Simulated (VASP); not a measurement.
Input of a VASP 6.6.1 run:

INCAR

```
SYSTEM = GaSb
ALGO = Normal
EDIFF = 1E-6
ENCUT = 520
GGA = RP
ISIF = 2
ISMEAR = -1
IVDW = 12
LASPH = .TRUE.
LCHARG = .FALSE.
LREAL = .FALSE.
LWAVE = .FALSE.
NBANDS = 16
NELM = 80
PREC = Accurate
SIGMA = 0.05
```

Contents of KPOINTS:

```
k-points
0
G
  8 8 8
  0 0 0
```

Contents of POSCAR:

```
GaSb
1.0
    0.0000000000      3.0992546163      3.0992546163
    3.0992546163      0.0000000000      3.0992546163
    3.0992546163      3.0992546163      0.0000000000
Sb Ga
1 1
Direct
    0.7500000000      0.7500000000      0.7500000000
    0.0000000000      0.0000000000      0.0000000000
```

Potentials or basis: VASP PAW PBE potentials, release 64 (Sb, Ga_d).

Run with:

```console
$ cat potpaw_PBE.64/Sb/POTCAR potpaw_PBE.64/Ga_d/POTCAR > POTCAR
$ mpirun -np 1 vasp_std > vasp.out
```

Q: Estimate the pressure.

A: -6.9 GPa.

Q: What does it give for the dispersion energy per atom?

A: -1.422 eV.

Caveat: the PAW data sets were made with another functional, which shifts forces and pressure a little; pairwise dispersion overbinds metals, which lowers pressure and volume.
